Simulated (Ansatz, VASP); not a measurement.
**Cd in VASP and in Ansatz**

```xyz
2
Lattice="2.8819 0.0000 0.0000 -1.4409 2.4958 0.0000 0.0000 0.0000 5.6384" Properties=species:S:1:pos:R:3 pbc="T T T"
Cd    0.0000    1.6638    1.4096
Cd    1.4409    0.8319    4.2288
```

Alike in both runs: task single point; functional LDA; k mesh 13 × 13 × 6; occupations fermi-dirac, width 0.01 eV; no spin polarisation.

|  | VASP | Ansatz |
| --- | --- | --- |
| version | VASP 6.6.1 | Ansatz 0.2.0 |
| potentials or method | VASP PAW LDA potentials, release 64 (Cd), cutoff 520 eV | plane waves (420 eV) with PAW, scalar-relativistic |
| valence electrons in the cell | 24 | 40 |

```tsv
	VASP	Ansatz	Ansatz less VASP
pressure (GPa)	0.8	0.0	-0.71
traceless stress, the component that is largest in VASP (GPa)	-2.47	-2.11	+0.359
```

Ansatz warns that its potentials were made for another functional, while VASP's fit it. LDA's correlation is that of Perdew and Zunger in VASP and of Perdew and Wang (1992) in Ansatz. VASP's potentials hold 24 valence electrons a cell and Ansatz's 40, so a difference there can come from the potentials and not from the codes.
